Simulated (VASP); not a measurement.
## Sr4Ti4O11 (a cell with a defect): single point with LDA

System: Sr4Ti4O11 (a cell with a defect).

```
Sr Ti O
1.0
    -3.85402    3.85402    3.85402
     3.85402   -3.85402    3.85402
     3.85402    3.85402   -3.85402
Sr Ti O
4 4 11
Direct
  0.99834 0.99834 0.99668
  0.50166 0.50166 0.00332
  0.50166 0.99834 0.50000
  0.99834 0.50166 0.50000
  0.51473 0.51473 0.50000
  0.98527 0.98527 0.50000
  0.00000 0.50000 0.00000
  0.50000 0.00000 0.00000
  0.23607 0.48025 0.25582
  0.77557 0.01975 0.25582
  0.72443 0.48025 0.74418
  0.26393 0.01975 0.74418
  0.75000 0.75000 0.50000
  0.75000 0.25000 0.00000
  0.25000 0.75000 0.00000
  0.48025 0.23607 0.25582
  0.01975 0.77557 0.25582
  0.01975 0.26393 0.74418
  0.48025 0.72443 0.74418
```

This cell differs from its parent crystal: atoms taken out, then relaxed in part.

```json
{
  "Program": "VASP 6.6.1",
  "Task": "single point",
  "Functional": "LDA",
  "Potentials or basis": "VASP PAW LDA potentials, release 64 (Sr_sv, Ti_sv, O)",
  "Cutoff": "520 eV",
  "k mesh": "3 × 3 × 3",
  "Occupations": "gaussian, width 0.02 eV",
  "Spin": "no spin polarisation",
  "Dipole correction": "no",
  "Charge": "2",
  "Further INCAR settings": "LREAL = Auto; ALGO = Normal; EDIFF = 1e-06; NBANDS = 92; NELECT = 152.0"
}
```

| Property | Result |
| --- | --- |
| Largest force | 0.137 eV/Å |

Forces in eV/Å, atoms in the order of the input:
```
Sr   0.003  0.003  0.000
Sr  -0.003 -0.003  0.000
Sr   0.003 -0.003  0.000
Sr  -0.003  0.003  0.000
Ti   0.000  0.000 -0.137
Ti   0.000  0.000  0.137
Ti   0.000  0.000  0.000
Ti   0.000  0.000  0.000
O    0.000 -0.017 -0.003
O    0.000 -0.017  0.003
O    0.000  0.017 -0.003
O    0.000  0.017  0.003
O    0.000  0.000  0.000
O    0.000  0.000  0.000
O    0.000  0.000  0.000
O   -0.017  0.000 -0.003
O   -0.017  0.000  0.003
O    0.017  0.000  0.003
O    0.017  0.000 -0.003
```

Levels at points of the mesh, in eV from the Fermi level:
| k point | band 74 | band 75 | band 76 | band 77 | band 78 | band 79 |
| --- | --- | --- | --- | --- | --- | --- |
| (0.00, 0.00, 0.00) | -0.37 | -0.37 | -0.17 | 1.70 | 1.96 | 1.96 |

Wall time 2.6 min on 1 thread of AMD EPYC 9R45 96-Core Processor (Zen 5), on a shared host, peak memory 0.3 GiB.

Caveat: the cell carries a net charge on a neutralising background, which shifts energy and pressure; the cell differs from its parent crystal (atoms taken out, then relaxed in part); the cell is charged against a uniform background, so pressure and absolute levels hang on convention.
